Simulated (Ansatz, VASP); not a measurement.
# BP4: VASP beside Ansatz

```
CELL_PARAMETERS angstrom
4.91007 0.00000 0.00000
-2.45503 4.25224 0.00000
0.00000 0.00000 3.83104
ATOMIC_POSITIONS crystal
B 0.00000 0.00000 0.50000
P 0.50000 0.00000 0.50000
P 0.00000 0.50000 0.50000
P 0.50000 0.50000 0.50000
P 0.00000 0.00000 0.00000
```

Alike in both runs: functional PBE; k mesh 6 × 6 × 6; occupations gaussian, width 0.1 eV; no spin polarisation.

Ansatz relaxed the structure, and its values are those at the end. VASP's run is a single point on that final structure, the one shown.

|  | VASP | Ansatz |
| --- | --- | --- |
| version | VASP 6.6.1 | Ansatz 0.2.0 |
| potentials or method | VASP PAW PBE potentials, release 64 (B, P), cutoff 520 eV | scalar-relativistic, plane waves, PAW |
| valence electrons in the cell | 23 | 23 |

|  | VASP | Ansatz | Ansatz less VASP |
| --- | --- | --- | --- |
| gap on the k mesh at the Fermi level (eV) | none | none | - |
| pressure (GPa) | -0.2 | 0.0 | +0.16 |

A gap of «none» marks a metal or a gap that the smearing closes. The functional is the same, so the differences come from potentials, cutoffs and numerics.
